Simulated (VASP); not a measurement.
# C: single point with PBE+D3(BJ)

The system is C, a slab with vacuum.

```
C
1.0
     2.46496    0.00000    0.00000
    -1.23248    2.13472    0.00000
     0.00000    0.00000   26.00242
C
2
Direct
  0.66667 0.33333 0.49998
  0.33333 0.66667 0.50002
```

```
Program             : VASP 6.6.1
Task                : single point
Functional          : PBE
Dispersion          : D3(BJ)
Potentials or basis : VASP PAW PBE potentials, release 64 (C)
Cutoff              : 520 eV
k mesh              : 9 × 9 × 1
Occupations         : gaussian, width 0.1 eV
Spin                : no spin polarisation
```

```
Largest force              : 0.020 eV/Å
Band gap on the k mesh     : zero (filled and empty bands touch)
Dispersion energy per atom : -0.089 eV
```

Forces on the atoms (eV/Å):
```
C    0.000  0.000  0.020
C    0.000  0.000 -0.020
```

Levels at points of the mesh, in eV from the Fermi level:
| k point | band 2 | band 3 | band 4 | band 5 | band 6 | band 7 |
| --- | --- | --- | --- | --- | --- | --- |
| (0.00, 0.00, 0.00) | -7.63 | -3.05 | -3.05 | 3.26 | 4.03 | 4.30 |

Wall time 23 s on 1 thread of Intel(R) Xeon(R) Platinum 8488C (Sapphire Rapids), with other jobs on the host, peak memory 0.23 GiB.
